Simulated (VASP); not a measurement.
A run of VASP 6.6.1 is set up as follows.

The input INCAR:

```
SYSTEM = SnPt3
PREC = Accurate
ENCUT = 600
EDIFF = 1E-6
ISMEAR = -1
SIGMA = 0.05
LREAL = .FALSE.
LASPH = .TRUE.
NELM = 60
ALGO = Normal
ISIF = 8
LWAVE = .FALSE.
LCHARG = .FALSE.
IBRION = 2
NSW = 80
EDIFFG = -0.02
```

KPOINTS

```
Automatic mesh
0
G
  12 12 12
  0 0 0
```

File POSCAR:

```
SnPt3
1.0
    4.0000000000      0.0000000000      0.0000000000
    0.0000000000      4.0000000000      0.0000000000
    0.0000000000      0.0000000000      4.0000000000
Sn Pt
1 3
Direct
    0.0000000000      0.0000000000      0.0000000000
    0.0000000000      0.5000000000      0.5000000000
    0.5000000000      0.0000000000      0.5000000000
    0.5000000000      0.5000000000      0.0000000000
```

Potentials or basis: VASP PAW LDA potentials, release 64 (Sn_d, Pt).

The run is started by

```bash
$ cat potpaw_LDA.64/Sn_d/POTCAR potpaw_LDA.64/Pt/POTCAR > POTCAR
$ mpirun -np 1 vasp_std > vasp.out
```

Q: What does it give for the relaxed cell?

A: a = 3.985 Å, b = 3.985 Å, c = 3.985 Å, α = 90.00°, β = 90.00°, γ = 90.00°.

Q: Estimate the space group after relaxing (to 0.05 Å).

A: Pm-3m (No. 221).

Q: Estimate the relaxed volume.

A: 15.82 Å³/atom.

The path:
| step | energy change (eV) | largest force (eV/Å) | pressure (GPa) | volume (Å³) |
| --- | --- | --- | --- | --- |
| 1 | 0.0000 | 0.0000 | -2.73 | 64.00 |
| 2 | 0.0334 | 0.0000 | 7.53 | 61.51 |
| 3 | -0.0064 | 0.0000 | 0.00 | 63.27 |

 LDA usually gives volumes a few per cent too small.
